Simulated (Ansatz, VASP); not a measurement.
# One calculation of Pd, two programs

File INCAR:

```
PREC = Accurate
ENCUT = 520
EDIFF = 1E-8
ISMEAR = -1
SIGMA = 0.05
LREAL = False
LASPH = True
NELM = 80
ALGO = Normal
ISIF = 2
LWAVE = False
LCHARG = False
GGA = PS
LEFG = True
NBANDS = 17
```

File KPOINTS:

```
Automatic mesh
0
Gamma
  12 12 7
```

Contents of POSCAR:

```
Pd
1.0
    2.7983685316      0.0000000000      0.0000000000
   -1.3991842658      2.4234582375      0.0000000000
    0.0000000000      0.0000000000      4.5333570212
Pd
2
Direct
    0.2333333333      0.6166666667      0.1750000000
    0.7666666667      0.3833333333      0.8250000000
```

Input for Ansatz:

```yaml
crystal:
  lattice:
    - [2.7983685316, 0.0, 0.0]
    - [-1.3991842658, 2.4234582375, 0.0]
    - [0.0, 0.0, 4.5333570212]
  atoms:
    - { symbol: Pd, position: [0.2333333333, 0.6166666667, 0.175] }
    - { symbol: Pd, position: [0.7666666667, 0.3833333333, 0.825] }
kpoints:
  mp_grid: { grid: [12, 12, 7] }
scf:
  occupations: { method: fermi_dirac, width: 0.05 }
hamiltonian:
  xc: pbesol
  pseudopotentials: { kind: paw }
output:
  forces: true
  stress: true
  eigenvalues: true
  efg: { contact_densities: true }
  populations: true
```

Change from the starting cell: shortest bond scaled by 0.7, PAW files.

Alike in both runs: task electric field gradients; functional PBEsol; k mesh 12 × 12 × 7; occupations fermi-dirac, width 0.05 eV; no spin polarisation.

|  | VASP | Ansatz |
| --- | --- | --- |
| version | VASP 6.6.1 | Ansatz 0.2.0 |
| potentials or method | VASP PAW PBE potentials, release 64 (Pd) | PAW with Ansatz's default frozen-core files, scalar-relativistic |
| plane-wave cutoff (eV) | 520 | 420 |
| valence electrons in the cell | 20 | 36 |

Ansatz gave:

```
pressure (GPa)                                                : 66.3
traceless stress, the component that is largest in VASP (GPa) : 58.61
rms of the force components (eV/Å)                            : 10.441
size of Vzz on the site where it differs most (V/Å²)          : 221.7
```

**Question.** Estimate VASP's values.

**Answer.** Pressure (GPa): 58.5; traceless stress, the component that is largest in VASP (GPa): 49.28; rms of the force components (eV/Å): 9.151; size of Vzz on the site where it differs most (V/Å²): 124.5.

VASP's potentials were made for PBE, not for PBEsol. Atom by atom the forces differ by 1.306 eV/Å (rms over components). The pressures are high and differ by over a tenth, so treat them with care. VASP's potentials hold 20 valence electrons a cell and Ansatz's 36, so a difference there can come from the potentials and not from the codes.
